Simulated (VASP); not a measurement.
Input of a VASP 6.6.1 run:

INCAR

```
ALGO = Normal
EDIFF = 1E-7
EDIFFG = -0.01
ENCUT = 600
GGA = PS
IBRION = 2
ISIF = 3
ISMEAR = -1
LASPH = True
LCHARG = False
LREAL = False
LWAVE = False
NELM = 100
NSW = 60
PREC = Accurate
SIGMA = 0.05
```

KPOINTS

```
k-points
0
Gamma
  8 8 6
```

File POSCAR:

```
As
1.0
    1.8250000000     -5.5000000000      0.0000000000
    1.8250000000      5.5000000000      0.0000000000
    0.0000000000      0.0000000000      4.4700000000
As
4
Direct
    0.3900000000      0.6100000000      0.5600000000
    0.8900000000      0.1100000000      0.9400000000
    0.6100000000      0.3900000000      0.4400000000
    0.1100000000      0.8900000000      0.0600000000
```

Potentials or basis: VASP PAW PBE potentials, release 64 (As).

The run is started by

```bash
$ cat potpaw_PBE.64/As/POTCAR > POTCAR
$ mpirun -np 1 vasp_std > vasp.out
```

(1) What does it give for the relaxed volume?

(2) What does it give for the relaxed cell?

Results:

(1) 21.68 Å³/atom.

(2) a = 5.763 Å, b = 5.763 Å, c = 4.248 Å, α = 90.00°, β = 90.00°, γ = 142.07°.

Caveat: the PAW data sets were made with another functional, which shifts forces and pressure a little.
